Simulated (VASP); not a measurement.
# Cl (P6_3/mmc) in VASP: a series of runs

Runs on Cl. Level: PBE. Tasks: single point.

Program: VASP 6.6.1. These are calculated values, not measurements. Logs are shortened: lines on timing, memory, paths and dates and some standing lists are left out, and cuts for length are marked.

**1. The cell of the first run**

The structure is hexagonal, space group P6_3/mmc (No. 194). The conventional cell has a = 2.394 Å, b = 2.394 Å, c = 3.697 Å, α = 90.00°, β = 90.00°, γ = 120.00°. Within 3.1 Å of Cl (site symmetry -6m2) lie 12 Cl at 2.31 to 2.39 Å.

**2. Single point, PBE (volume scaled by 0.4)**

The input, INCAR:

```
PREC     = Accurate       # precision mode
ENCUT    = 520            # plane-wave cutoff, eV
EDIFF    = 1E-6           # SCF threshold, eV
ISMEAR   = -1             # smearing method
SIGMA    = 0.08           # smearing width, eV
LREAL    = False          # projectors in reciprocal space
LASPH    = True           # aspherical terms in the spheres
NELM     = 80             # most SCF steps
ALGO     = Normal         # electronic algorithm
ISIF     = 2              # what is computed and relaxed
LWAVE    = False          # write WAVECAR
LCHARG   = False          # write CHGCAR
GGA      = PE             # functional
NBANDS   = 14             # bands
```

The input, KPOINTS:

```
regular mesh
0
Gamma
  14 14 8
```

The input, POSCAR:

```
Cl
1.0
    2.3935801040      0.0000000000      0.0000000000
   -1.1967900520      2.0729011761      0.0000000000
    0.0000000000      0.0000000000      3.6966808586
Cl
2
Direct
    0.3333333333      0.6666666667      0.2500000000
    0.6666666667      0.3333333333      0.7500000000
```

Potentials or basis: VASP PAW PBE potentials, release 64 (Cl).

Run with:

```console
$ cat potpaw_PBE.64/Cl/POTCAR > POTCAR
$ mpirun -np 1 vasp_std > vasp.out
```

OUTCAR:

```text
PREC = Accurate
   ENCUT = 520
   EDIFF = 1E-6
   ISMEAR = -1
   LREAL = False
   LASPH = True
   NELM = 80
   ISIF = 2
   GGA = PE

 ion  position               nearest neighbor table
   1  0.333  0.667  0.250-   2 2.31   2 2.31   2 2.31   2 2.31   2 2.31   2 2.31
   2  0.667  0.333  0.750-   1 2.31   1 2.31   1 2.31   1 2.31   1 2.31   1 2.31

  LATTYP: Found a hexagonal cell.
 ALAT       =     2.3935801040
 C/A-ratio  =     1.5444149341

  Lattice vectors:

 A1 = (   2.3935801040,   0.0000000000,   0.0000000000)
 A2 = (  -1.1967900520,   2.0729011761,   0.0000000000)
 A3 = (   0.0000000000,   0.0000000000,   3.6966808586)

Analysis of symmetry for initial positions (statically):
=====================================================================
 Subroutine PRICEL returns:
 Original cell was already a primitive cell.

 Routine SETGRP: Setting up the symmetry group for a
 hexagonal supercell.

 Subroutine GETGRP returns: Found 24 space group operations
 (whereof 12 operations were pure point group operations)
 out of a pool of 24 trial point group operations.

The static configuration has the point symmetry D_3d.
 The point group associated with its full space group is D_6h.

Analysis of symmetry for dynamics (positions and initial velocities):
=====================================================================
 Subroutine PRICEL returns:
 Original cell was already a primitive cell.

 Routine SETGRP: Setting up the symmetry group for a
 hexagonal supercell.

 Subroutine GETGRP returns: Found 24 space group operations
 (whereof 12 operations were pure point group operations)
 out of a pool of 24 trial point group operations.

The dynamic configuration has the point symmetry D_3d.
 The point group associated with its full space group is D_6h.

 Subroutine INISYM returns: Found 24 space group operations
 (whereof 12 operations are pure point group operations),
 and found     1 'primitive' translations

----------------------------------------------------------------------------------------

                                     Primitive cell

  volume of cell :      18.3417

  direct lattice vectors                    reciprocal lattice vectors
     2.393580104  0.000000000  0.000000000     0.417784221  0.241207833  0.000000000
    -1.196790052  2.072901176  0.000000000     0.000000000  0.482415665  0.000000000
     0.000000000  0.000000000  3.696680859     0.000000000  0.000000000  0.270512938

  length of vectors
     2.393580104  2.393580104  3.696680859     0.482415665  0.482415665  0.270512938

  position of ions in fractional coordinates (direct lattice)
     0.333333333  0.666666667  0.250000000
     0.666666667  0.333333333  0.750000000

  ion indices of the primitive-cell ions
   primitive index   ion index
                 1           1
                 2           2

----------------------------------------------------------------------------------------

 KPOINTS: regular mesh

Automatic generation of k-mesh.
 Grid dimensions read from file:
 generate k-points for:   14   14    8

 Generating k-lattice:

  Cartesian coordinates                     Fractional coordinates (reciprocal lattice)
     0.029841730  0.017229131  0.000000000     0.071428571  0.000000000  0.000000000
     0.000000000  0.034458262  0.000000000     0.000000000  0.071428571  0.000000000
     0.000000000  0.000000000  0.033814117     0.000000000  0.000000000  0.125000000

  Length of vectors
     0.034458262  0.034458262  0.033814117

  Shift w.r.t. Gamma in fractional coordinates (k-lattice)
     0.000000000  0.000000000  0.000000000

 Subroutine IBZKPT returns following result:
 ===========================================

 Found    120 irreducible k-points:

 Following reciprocal coordinates:
            Coordinates               Weight
  0.000000  0.000000  0.000000      1.000000
  0.071429  0.000000  0.000000      6.000000
  0.142857  0.000000  0.000000      6.000000
  0.214286 -0.000000  0.000000      6.000000
  0.285714  0.000000  0.000000      6.000000
  0.357143  0.000000  0.000000      6.000000
[... 16 lines left out ...]
  0.285714  0.285714  0.000000      6.000000
  0.357143  0.285714  0.000000      6.000000
 [... further k-points ...]
   k-points           NKPTS =    120   k-points in BZ     NKDIM =    120   number of bands    NBANDS=     14
   number of dos      NEDOS =    301   number of ions     NIONS =      2
   total plane-waves  NPLWV =   9072
   dimension x,y,z NGX =    18 NGY =   18 NGZ =   28
   dimension x,y,z NGXF=    36 NGYF=   36 NGZF=   56
   ions per type =               2
   NGX,Y,Z   is equivalent  to a cutoff of  12.50, 12.50, 12.59 a.u.
   NGXF,Y,Z  is equivalent  to a cutoff of  25.00, 25.00, 25.18 a.u.
 SYSTEM =  unknown system
   PREC   = accura    normal or accurate (medium, high low for compatibility)
   ISTART =      0    job   : 0-new  1-cont  2-samecut
   ICHARG =      2    charge: 1-file 2-atom 10-const
   ISPIN  =      1    spin polarized calculation?
   LNONCOLLINEAR =      F non collinear calculations
   LSORBIT =      F    spin-orbit coupling
   LASPH  =      T    aspherical Exc in radial PAW
   ENCUT  =  520.0 eV  38.22 Ry    6.18 a.u.   4.45  4.45  6.87*2*pi/ulx,y,z
   NELM   =     80;   NELMIN=  2; NELMDL= -5     # of ELM steps
   EDIFF  = 0.1E-05   stopping-criterion for ELM
   LREAL  =      F    real-space projection
   EDIFFG = 0.1E-04   stopping-criterion for IOM
   NSW    =      0    number of steps for IOM
   IBRION =     -1    ionic relax: 0-MD 1-quasi-New 2-CG
   NFREE  =      0    steps in history (QN), initial steepest desc. (CG)
   ISIF   =      2    stress and relaxation
   ISYM   =      2    0-nonsym 1-usesym 2-fastsym
   POTIM  = 0.5000    time-step for ionic-motion
   TEBEG  =    0.0;   TEEND  =   0.0 temperature during run
   PSTRESS=    0.0 pullay stress
   NELECT =      14.0000    total number of electrons
   NUPDOWN=      -1.0000    fix difference up-down
   EMIN   =  10.00;   EMAX   =-10.00  energy-range for DOS
   EFERMI =   0.00;   METHOD = LEGACY
   ISMEAR =    -1;   SIGMA  =   0.08  broadening in eV -4-tet -1-fermi 0-gaus
   EFERMI_NEDOS =   21; number of points for ismear=-14 and -15
   IALGO  =     38    algorithm
   IMIX   =      4    mixing-type and parameters
     AMIX     =   0.40;   BMIX     =  1.00
     AMIX_MAG =   1.60;   BMIX_MAG =  1.00
  volume/ion in A,a.u.               =       9.17        61.89
  Fermi-wavevector in a.u.,A,eV,Ry     =   1.496137  2.827289 30.455630  2.238426
  Thomas-Fermi vector in A             =   2.608192
   LORBIT       =      0    0 simple, 1 ext, 2 COOP (PROOUT), +10 PAW based schemes
   GGA     = PE    functional components
   LHFCALC =     F    Hartree Fock is set to
   AEXX    =    0.0000 exact exchange contribution
   IVDW    =     0    specifies the selected vdW correction
   LEPSILON=     F    determine dielectric tensor
   LRPA    =     F    only Hartree local field effects (RPA)
 non-spin polarized calculation
  energy-cutoff  :      520.00
  volume of cell :       18.34
 maximum number of plane-waves:       511
 NGX is ok and might be reduce to    18
   NGX =  9   NGY =  9   NGZ = 13

 number of electron      13.9999996 magnetization

 Free energy of the ion-electron system (eV)
  ---------------------------------------------------
  ext. energy  EPLUGINS =         0.00000000
  ---------------------------------------------------
  free energy    TOTEN  =         4.98255014 eV

  energy without entropy =        5.00399278  energy(sigma->0) =        4.99327146

 E-fermi :  16.5923     XC(G=0): -14.0470

 val. band max:       16.5453828119   @ k =   0.4286  -0.0000   0.2500
 cond. band min:      16.5983304743   @ k =   0.0714   0.0000   0.2500
 fundamental gap:      0.0529476624
 Fermi energy:        16.5922783919

 k-point     1 :       0.0000    0.0000    0.0000
  band No.  band energies     occupation
      1      -9.1172      2.00000
      2      -0.8966      2.00000
      3       2.5764      2.00000
      4      16.6470      0.67077
      5      16.6470      0.67077
      6      19.2184      0.00000
      7      19.2184      0.00000
      8      20.9131      0.00000
      9      25.7729      0.00000
     10      28.9685      0.00000
     11      28.9685      0.00000
     12      29.7563      0.00000
     13      31.7839      0.00000
     14      31.7839      0.00000

 k-point     2 :       0.0714    0.0000    0.0000
  band No.  band energies     occupation
      1      -8.9593      2.00000
      2      -0.7577      2.00000
      3       2.7261      2.00000
      4      15.4580      2.00000
      5      16.1951      1.98614
      6      18.7617      0.00000
      7      19.3313      0.00000
      8      20.6707      0.00000
      9      26.3056      0.00000
     10      27.9813      0.00000
     11      29.2367      0.00000
     12      30.8728      0.00000
     13      31.6680      0.00000
     14      31.8547      0.00000

 k-point     3 :       0.1429    0.0000    0.0000
  band No.  band energies     occupation
      1      -8.4873      2.00000
      2      -0.3491      2.00000
      3       3.1732      2.00000
      4      12.9484      2.00000
      5      15.2602      2.00000
      6      17.4322      0.00006
      7      19.3190      0.00000
      8      19.8986      0.00000
      9      25.0811      0.00000
     10      29.0786      0.00000
     11      30.1974      0.00000
     12      30.2775      0.00000
     13      30.9393      0.00000
     14      31.2171      0.00000

 k-point     4 :       0.2143   -0.0000    0.0000
  band No.  band energies     occupation
      1      -7.7069      2.00000
      2       0.2950      2.00000
      3       3.9105      2.00000
      4      10.1441      2.00000
      5      14.2832      2.00000
      6      15.5864      1.99999
      7      18.5432      0.00000
      8      19.0082      0.00000
      9      23.1833      0.00000
     10      28.6073      0.00000
     11      29.7711      0.00000
     12      29.8516      0.00000
     13      31.9169      0.00000
     14      32.1895      0.00000

 k-point     5 :       0.2857    0.0000    0.0000
  band No.  band energies     occupation
      1      -6.6308      2.00000
      2       1.0616      2.00000
      3       4.9217      2.00000
      4       7.5136      2.00000
      5      13.4419      2.00000
      6      13.5022      2.00000
      7      16.7092      0.37642
      8      18.5656      0.00000
      9      21.6113      0.00000
     10      27.4605      0.00000
     11      28.7793      0.00000
[... 276 lines left out ...]
 k-point    22 :       0.3571    0.2143    0.0000
  band No.  band energies     occupation
      1      -2.1099      2.00000
      2       0.4095      2.00000
      3       5.7649      2.00000
      4       8.2185      2.00000
      5       9.0219      2.00000
      6       9.8143      2.00000
      7      11.9851      2.00000
      8      13.5427      2.00000
      9      20.5862      0.00000
     10      26.8060      0.00000
     11      32.5746      0.00000
     12      32.8832      0.00000
     13      35.4401      0.00000
     14      36.7558      0.00000

 k-point    23 :       0.2857    0.2857    0.0000
  band No.  band energies     occupation
      1      -2.1175      2.00000
      2       0.8470      2.00000
      3       5.3205      2.00000
      4       7.8222      2.00000
      5       9.0788      2.00000
      6      10.8373      2.00000
      7      12.1639      2.00000
      8      12.2318      2.00000
      9      19.9443      0.00000
     10      29.8385      0.00000
     11      30.6790      0.00000
     12      33.5692      0.00000
     13      35.8947      0.00000
     14      36.5433      0.00000

 k-point    24 :       0.3571    0.2857    0.0000
  band No.  band energies     occupation
      1      -1.0167      2.00000
      2       0.0041      2.00000
      3       4.8060      2.00000
      4       9.0173      2.00000
      5       9.6229      2.00000
      6      10.0501      2.00000
      7      11.2357      2.00000
      8      11.7491      2.00000
      9      19.4858      0.00000
     10      30.1364      0.00000
     11      33.1570      0.00000
     12      33.5628      0.00000
     13      34.3830      0.00000
     14      35.9011      0.00000

 [... further k-points ...]
[... 5 lines left out ...]
  --------------------------------------------------------------------------------------
  -------------------------------------------------------------------------------------
  Total       21.7684626     21.7684626     21.8544880      0.0000000      0.0000000      0.0000000
  in kB     1901.5152667   1901.5152668   1909.0297480      0.0000000      0.0000000      0.0000000
  external PRESSURE =    1904.0200938 kB  Pullay stress =       0.0000000 kB

 VOLUME and BASIS-vectors are now :
 -----------------------------------------------------------------------------
  energy-cutoff  :      520.00
  volume of cell :       18.34
      direct lattice vectors                 reciprocal lattice vectors
     2.393580104  0.000000000  0.000000000     0.417784221  0.241207833  0.000000000
    -1.196790052  2.072901176  0.000000000     0.000000000  0.482415665  0.000000000
     0.000000000  0.000000000  3.696680859     0.000000000  0.000000000  0.270512938

 POSITION                                       TOTAL-FORCE (eV/Angst)
 -----------------------------------------------------------------------------------
     -0.00000      1.38193      0.92417        -0.000000      0.000000      0.000000
      1.19679      0.69097      2.77251         0.000000     -0.000000      0.000000
 -----------------------------------------------------------------------------------
    total drift:                               -0.000000      0.000000     -0.000000

  FREE ENERGIE OF THE ION-ELECTRON SYSTEM (eV)
  ---------------------------------------------------
  free  energy   TOTEN  =         4.9825501443 eV

  energy  without entropy=        5.0039927810  energy(sigma->0) =        4.99327146
```

It took 41 s on 1 thread of Intel Xeon Platinum 8375C at 2.90GHz (Ice Lake), shared host; peak memory 0.14 GiB.

Results:

| Item | Value |
| --- | --- |
| Free energy | 4.9826 eV |
| Pressure | 190.4 GPa |
| Band gap on the k mesh | zero (band 7 reaches 19.33 eV, above the bottom of band 8 at 11.75 eV) |

[end of part 1 of 2]
